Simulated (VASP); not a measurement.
Runs of VASP 6.6.1 on TiO2. The structure is that of space group I4_1/amd (No. 141), or close to it. The cells are those of the table. 

| cell | gap on the mesh (eV) | pressure (GPa) | largest force (eV/Å) |
| --- | --- | --- | --- |
| a = 5.309 Å, angles 139.4, 139.4, 58.7°, 6 atoms | (b) | (a) | 0.57 |
| a = 5.668 Å, angles 139.4, 139.4, 58.7°, 6 atoms | 1.84 | -19.9 | 0.57 |
| a = 5.600 Å, angles 139.4, 139.4, 58.7°, 6 atoms | (c) | -14.7 | 0.40 |
| a = 5.458 Å, angles 139.4, 139.4, 58.7°, 6 atoms | 2.09 | -0.4 | 0.01 |
| a = 5.231 Å, angles 139.4, 139.4, 58.7°, 6 atoms | 2.34 | 36.3 | 0.92 |

Alike in all rows: task single point; level PBEsol; potentials or basis VASP PAW PBE potentials, release 64 (Ti_sv, O); no spin polarisation; k mesh 8 × 8 × 8; cutoff (eV) 520; smearing gaussian 0.01 eV.

Problem. Estimate the missing entries.

Solution. (a) 21.4; (b) 2.27; (c) 1.92.

Caveats: the PAW data sets were made with another functional, which shifts forces and pressure a little; the cell stands under pressure (at least some runs); the cell stands under tension (at least some runs).

A k mesh can miss the band edges.
